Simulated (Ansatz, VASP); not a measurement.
**One calculation of C, two programs**

```
C
1.0
    -1.25058   -2.16606    0.00000
    -3.75173    2.16606    0.00000
     0.00000    0.00000   -4.16335
C
8
Cartesian
  -2.5012 1.4440 -2.3431
  -1.2506 -0.7220 -2.3431
  -2.5012 1.4440 -3.9020
  -1.2506 -0.7220 -3.9020
  -1.2506 0.7220 -0.2614
  -3.7517 0.7220 -0.2614
  -1.2506 0.7220 -1.8203
  -3.7517 0.7220 -1.8203
```

Alike in both runs: functional PBE; dispersion D3(BJ); k mesh 8 × 4 × 4; occupations gaussian, width 0.02 eV; no spin polarisation.

Ansatz relaxed the structure, and its values are those at the end. VASP's run is a single point on that final structure, the one shown.

|  | VASP | Ansatz |
| --- | --- | --- |
| version | VASP 6.6.1 | Ansatz 0.2.0 |
| potentials or method | VASP PAW PBE potentials, release 64 (C), cutoff 520 eV | scalar-relativistic, plane waves, PAW |
| valence electrons in the cell | 32 | 32 |

```tsv
	VASP	Ansatz	Ansatz less VASP
gap on the k mesh at the Fermi level (eV)	3.38	3.39	+0.013
least direct gap on the mesh (eV)	4.50	4.51	+0.008
pressure (GPa)	0.7	0.0	-0.69
```
